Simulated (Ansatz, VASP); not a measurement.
**Nb: VASP beside Ansatz**

```
Nb
1.0
    -1.59229    1.59229    1.59229
     1.59229   -1.59229    1.59229
     1.59229    1.59229   -1.59229
Nb
1
Direct
  0.00000 0.00000 0.00000
```

Alike in both runs: task single point; functional revPBE; k mesh 22 × 22 × 22; occupations fermi-dirac, width 0.1 eV; no spin polarisation.

|  | VASP | Ansatz |
| --- | --- | --- |
| version | VASP 6.6.1 | Ansatz 0.2.0 |
| potentials or method | VASP PAW PBE potentials, release 64 (Nb_sv), cutoff 520 eV | plane waves (420 eV) with PAW, scalar-relativistic |
| valence electrons in the cell | 13 | 13 |

Ansatz gave:

| Quantity | Value |
| --- | --- |
| pressure (GPa) | 26.9 |

**Question.** What did VASP give for the same quantities?

**Answer.** Pressure (GPa): 26.5.

VASP's potentials were made for PBE, not for revPBE.
